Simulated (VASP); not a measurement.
# PbS (I4/mmm) in VASP: G0W0 quasiparticle levels with PBE

Aim: the G0W0 quasiparticle levels of PbS with PBE.

All numbers are computed with VASP 6.6.1; they aren't measurements. Logs are shortened: lines on timing, memory, paths and dates and some standing lists are left out, and cuts for length are marked.

### 1 The cell of the first run

The structure is tetragonal, space group I4/mmm (No. 139). Conventional cell: a = 4.225 Å, b = 4.225 Å, c = 6.154 Å, α = 90.00°, β = 90.00°, γ = 90.00°. Within 3.9 Å of Pb (site symmetry 4/mmm) lie 6 S at 2.99 to 3.08 Å. S (site symmetry 4/mmm) has 6 Pb at 2.99 to 3.08 Å within 3.9 Å.

### 2 G0W0 quasiparticle levels, PBE

POSCAR reads:

```
PbS
1.0
    0.0000000000      2.9872326717      3.0768496518
    2.9872326717      0.0000000000      3.0768496518
    2.9872326717      2.9872326717      0.0000000000
Pb S
1 1
Direct
    0.0000000000      0.0000000000      0.0000000000
    0.5000000000      0.5000000000      0.5000000000
```

INCAR.step1 reads:

```
SYSTEM = PbS
  PREC = Accurate
  ENCUT = 500
  EDIFF = 1E-8
  ISMEAR = 0
  SIGMA = 0.01
  LREAL = .False.
  LASPH = .True.
  NELM = 100
  ALGO = Normal
  LWAVE = .True.
  LCHARG = .False.
  GGA = PE
```

INCAR.step2 reads:

```
SYSTEM = PbS
  PREC = Accurate
  ENCUT = 500
  EDIFF = 1E-8
  ISMEAR = 0
  SIGMA = 0.01
  LREAL = .False.
  LASPH = .True.
  NELM = 1
  ALGO = Exact
  LWAVE = .True.
  LCHARG = .False.
  GGA = PE
  NBANDS = 240
  LOPTICS = .True.
  ISTART = 1
```

INCAR.step3 reads:

```
SYSTEM = PbS
  PREC = Accurate
  ENCUT = 500
  EDIFF = 1E-8
  ISMEAR = 0
  SIGMA = 0.01
  LREAL = .False.
  LASPH = .True.
  ALGO = EVGW0
  LWAVE = .False.
  LCHARG = .False.
  GGA = PE
  NELMGW = 1
  NBANDS = 240
  ENCUTGW = 150.0
  NOMEGA = 96
  PRECFOCK = Fast
  ISTART = 1
  NBANDSGW = 19
  OMEGAMAX = 20
```

KPOINTS reads:

```
Automatic mesh
0
Gamma
  4 4 4
  0 0 0
```

Potentials or basis: VASP PAW PBE potentials, release 64 (Pb_d_GW, S_GW).

Command:

```bash
$ cat potpaw_PBE.64/Pb_d_GW/POTCAR potpaw_PBE.64/S_GW/POTCAR > POTCAR
$ cp INCAR.step1 INCAR
$ mpirun -np 1 vasp_std > vasp.out
$ cp INCAR.step2 INCAR
$ mpirun -np 1 vasp_std > vasp.out
$ cp INCAR.step3 INCAR
$ mpirun -np 1 vasp_std > vasp.out
```

OUTCAR:

```text
SYSTEM = PbS
   PREC = Accurate
   ENCUT = 500
   EDIFF = 1E-8
   ISMEAR = 0
   LREAL = .False.
   LASPH = .True.
   GGA = PE
   NELMGW = 1
   ENCUTGW = 150.0
   PRECFOCK = Fast
   ISTART = 1

 ion  position               nearest neighbor table
   1  0.000  0.000  0.000-
   2  0.500  0.500  0.500-

  LATTYP: Found a body centered tetragonal cell.
 ALAT       =     4.2245849583
 C/A-ratio  =     1.4566399692

  Lattice vectors:

 A1 = (  -2.9872326717,   0.0000000000,   3.0768496518)
 A2 = (   2.9872326717,   0.0000000000,   3.0768496518)
 A3 = (   0.0000000000,   2.9872326717,  -3.0768496518)

Analysis of symmetry for initial positions (statically):
=====================================================================
 Subroutine PRICEL returns:
 Original cell was already a primitive cell.

 Routine SETGRP: Setting up the symmetry group for a
 body centered tetragonal supercell.

 Subroutine GETGRP returns: Found 16 space group operations
 (whereof 16 operations were pure point group operations)
 out of a pool of 16 trial point group operations.

The static configuration has the point symmetry D_4h.

Analysis of symmetry for dynamics (positions and initial velocities):
=====================================================================
 Subroutine PRICEL returns:
 Original cell was already a primitive cell.

 Routine SETGRP: Setting up the symmetry group for a
 body centered tetragonal supercell.

 Subroutine GETGRP returns: Found 16 space group operations
 (whereof 16 operations were pure point group operations)
 out of a pool of 16 trial point group operations.

The dynamic configuration has the point symmetry D_4h.

 Subroutine INISYM returns: Found 16 space group operations
 (whereof 16 operations are pure point group operations),
 and found     1 'primitive' translations

----------------------------------------------------------------------------------------

                                     Primitive cell

  volume of cell :      54.9129

  direct lattice vectors                    reciprocal lattice vectors
     0.000000000  2.987232672  3.076849652    -0.167378994  0.167378994  0.162503878
     2.987232672  0.000000000  3.076849652     0.167378994 -0.167378994  0.162503878
     2.987232672  2.987232672  0.000000000     0.167378994  0.167378994 -0.162503878

  length of vectors
     4.288421949  4.288421949  4.224584958     0.287121866  0.287121866  0.287121866
[... 45 lines left out ...]
  0.250000  0.000000  0.250000      4.000000
  0.500000  0.000000  0.250000     16.000000
 -0.250000  0.000000  0.250000      8.000000
 -0.250000  0.500000  0.250000      4.000000
  0.500000  0.000000  0.500000      2.000000
 -0.250000  0.250000  0.500000      2.000000
   k-points           NKPTS =     13   k-points in BZ     NKDIM =     64   number of bands    NBANDS=    240
   number of dos      NEDOS =    301   number of ions     NIONS =      2
   total plane-waves  NPLWV =  32768
   dimension x,y,z NGX =    32 NGY =   32 NGZ =   32
   dimension x,y,z NGXF=    64 NGYF=   64 NGZF=   64
   ions per type =               1   1
   NGX,Y,Z   is equivalent  to a cutoff of  12.41, 12.41, 12.59 a.u.
   NGXF,Y,Z  is equivalent  to a cutoff of  24.81, 24.81, 25.19 a.u.
 SYSTEM =  PbS
   PREC   = accura    normal or accurate (medium, high low for compatibility)
   ISTART =      1    job   : 0-new  1-cont  2-samecut
   ICHARG =      0    charge: 1-file 2-atom 10-const
   ISPIN  =      1    spin polarized calculation?
   LNONCOLLINEAR =      F non collinear calculations
   LSORBIT =      F    spin-orbit coupling
   LASPH  =      T    aspherical Exc in radial PAW
   ENCUT  =  500.0 eV  36.75 Ry    6.06 a.u.   7.82  7.82  7.70*2*pi/ulx,y,z
   NELM   =     60;   NELMIN=  2; NELMDL=  0     # of ELM steps
   EDIFF  = 0.1E-07   stopping-criterion for ELM
   LREAL  =      F    real-space projection
   EDIFFG = 0.1E-06   stopping-criterion for IOM
   NSW    =      0    number of steps for IOM
   IBRION =     -1    ionic relax: 0-MD 1-quasi-New 2-CG
   NFREE  =      0    steps in history (QN), initial steepest desc. (CG)
   ISIF   =      0    stress and relaxation
   ISYM   =      3    0-nonsym 1-usesym 2-fastsym
   POTIM  = 0.5000    time-step for ionic-motion
   TEBEG  =    0.0;   TEEND  =   0.0 temperature during run
   PSTRESS=    0.0 pullay stress
   NELECT =      22.0000    total number of electrons
   NUPDOWN=      -1.0000    fix difference up-down
   EMIN   =  10.00;   EMAX   =-10.00  energy-range for DOS
   EFERMI =   0.00;   METHOD = LEGACY
   ISMEAR =     0;   SIGMA  =   0.01  broadening in eV -4-tet -1-fermi 0-gaus
   EFERMI_NEDOS =   21; number of points for ismear=-14 and -15
   IALGO  =     38    algorithm
   IMIX   =      4    mixing-type and parameters
     AMIX     =   0.40;   BMIX     =  1.00
     AMIX_MAG =   1.60;   BMIX_MAG =  1.00
  volume/ion in A,a.u.               =      27.46       185.29
  Fermi-wavevector in a.u.,A,eV,Ry     =   1.206862  2.280638 19.817101  1.456516
  Thomas-Fermi vector in A             =   2.342517
   LORBIT       =      0    0 simple, 1 ext, 2 COOP (PROOUT), +10 PAW based schemes
   GGA     = PE    functional components
   LHFCALC =     T    Hartree Fock is set to
   PRECFOCK=fast      Normal, Fast or Accurate (Low or Medium for compatibility)
   ENCUT4O =  -1.0   cutoff for four orbital integrals eV
   NKREDX  =     1    reduce k-point grid by
   NKREDY  =     1    reduce k-point grid by
   NKREDZ  =     1    reduce k-point grid by
   AEXX    =    1.0000 exact exchange contribution
   HFSCREEN=    0.0000 screening length (either q_TF or 0.3 A-1)
   HFSCREENC=   0.0000 screening length for correlation (either q_TF or 0.3 A-1)
   ENCUTFOCK=  -1.0 apply spherical cutoff to Coloumb kernel
   IVDW    =     0    specifies the selected vdW correction
   LEPSILON=     F    determine dielectric tensor
   LRPA    =     F    only Hartree local field effects (RPA)
   LRPAFORCE           =     F    calculate RPA forces
   ENCUTGW             = 150.0    cutoff for response function in eV
   ENCUTGWSOFT         = 120.0    soft cutoff for Coulomb kernel in GW response function in eV
   ENCUTLF             =  -1.0    cutoff for local field effects
   NELMGW              =     1    number of iterations in solving QP/BSE equation
   NELMHF              =     1    number of iterations in the inner HF iteration
   NKREDLFX            =     1    NKREDLFY  =   1   NKREDLFZ  =   1
 non-spin polarized calculation
 Gauss-broadening in eV      SIGMA  =   0.01
  energy-cutoff  :      500.00
  volume of cell :       54.91
 maximum number of plane-waves:      1414
  NGX = 18; NGY = 18; NGZ = 18
   NGX = 15   NGY = 15   NGZ = 15
 maximum number of plane-waves:       247
 NGX is ok and might be reduce to    18

 QP shifts <psi_nk| G(iteration)W_0 |psi_nk>: iteration 1
 for sc-GW calculations column KS-energies equals QP-energies in previous step
 and V_xc(KS)=  KS-energies - (<T + V_ion + V_H > + <T+V_H+V_ion>^1  + <V_x>^1)

 k-point   1 :       0.0000    0.0000    0.0000
  band No.  KS-energies  QP-energies   sigma(KS)   V_xc(KS)     V^pw_x(r,r')   Z            occupation Imag(sigma)

      1    -136.1676    -158.8770     -28.0768       5.4455     -36.1661       0.6774       2.0000       0.5385
      2     -13.4836     -20.5987     -20.2208      -9.8408     -25.2324       0.6855       2.0000       0.2216
      3     -13.4836     -20.5987     -20.2208      -9.8408     -25.2324       0.6855       2.0000       0.2216
      4     -13.4754     -20.5890     -20.2298      -9.8582     -25.2750       0.6859       2.0000       0.2351
      5     -13.4754     -20.5890     -20.2298      -9.8582     -25.2750       0.6859       2.0000       0.2351
      6     -13.4532     -20.6073     -20.2632      -9.8821     -25.3425       0.6891       2.0000       0.2527
[... 274 lines left out ...]
      5     -13.4662     -20.6311     -20.2647      -9.8770     -25.3405       0.6898       2.0000       0.2634
      6     -13.4173     -20.6495     -20.2942      -9.8583     -25.3049       0.6930       2.0000       0.2280
[... 11 lines left out ...]
     18      15.5003      15.5855     -10.4690     -10.5829      -4.1724       0.7490       0.0000      -0.5526
     19      16.0631      15.9736     -11.1760     -11.0719      -4.9812       0.8601       0.0000      -0.7790
```

It took 12 min on 1 thread of AMD EPYC 9R45 (Zen 5), shared host; peak memory 0.79 GiB.

Results:

* Quasiparticle gap: 0.84 eV
* Least direct quasiparticle gap: 0.84 eV
* Band gap of the starting levels on the mesh: 0.52 eV
* Least direct gap of the starting levels on the mesh: 0.52 eV

Caveat: the k points lie up to 0.45 Å⁻¹ apart; bands, screening cutoff and mesh are small and nothing is extrapolated, so the quasiparticle values aren't converged; spin-orbit coupling is left out, which moves the levels of the heavy elements.
